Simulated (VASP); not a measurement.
Crystal: MgS.

```
CELL_PARAMETERS angstrom
6.57831 0.00000 0.00000
0.00000 6.57831 0.00000
0.00000 0.00000 3.59118
ATOMIC_POSITIONS crystal
Mg 0.66924 0.66924 0.50000
Mg 0.16924 0.83076 0.25000
Mg 0.33076 0.33076 0.00000
Mg 0.83076 0.16924 0.75000
S 0.83076 0.83076 0.00000
S 0.33076 0.66924 0.75000
S 0.16924 0.16924 0.50000
S 0.66924 0.33076 0.25000
```

The cell was generated, and may not be a known phase.

```yaml
Program: VASP 6.6.1
Task: relaxation of cell and atoms
Functional: PBE
Potentials_or_basis: VASP PAW PBE potentials, release 64 (Mg, S)
Cutoff: 600 eV
k_mesh: 4 × 4 × 6
Occupations: gaussian, width 0.1 eV
Spin: no spin polarisation
```

At the start: pressure 10.7 GPa; volume 19.43 Å³/atom.

Task: Where does the relaxation end?

Result: Over 8 steps the energy falls by 91.3 meV/atom and the volume is 22.30 Å³/atom (+14.8 %); space group P4_12_12 (No. 92, to 0.1 Å) before and after.

Step by step:
| step | energy change (eV) | largest force (eV/Å) | pressure (GPa) | volume (Å³) |
| --- | --- | --- | --- | --- |
| 1 | 0.0000 | 0.4251 | 10.65 | 155.41 |
| 2 | -0.6429 | 0.0489 | -2.27 | 186.30 |
| 3 | -0.6999 | 0.1044 | 0.02 | 178.39 |
| 4 | -0.6999 | 0.1005 | -0.13 | 178.87 |
| 5 | -0.7187 | 0.1126 | -0.16 | 179.18 |
| 6 | -0.7264 | 0.1251 | -0.19 | 179.50 |
| 7 | -0.7303 | 0.0613 | 0.04 | 178.74 |
| 8 | -0.7307 | 0.0335 | 0.14 | 178.42 |

Final structure:
```xyz
8
Lattice="6.9572 0.0000 0.0000 0.0000 6.9572 0.0000 0.0000 0.0000 3.6862" Properties=species:S:1:pos:R:3 pbc="T T T"
Mg    4.6283    4.6283    1.8431
Mg    1.1497    5.8074    0.9215
Mg    2.3289    2.3289    0.0000
Mg    5.8074    1.1497    2.7646
S     5.7925    5.7925    0.0000
S     2.3140    4.6432    2.7646
S     1.1646    1.1646    1.8431
S     4.6432    2.3140    0.9215
```
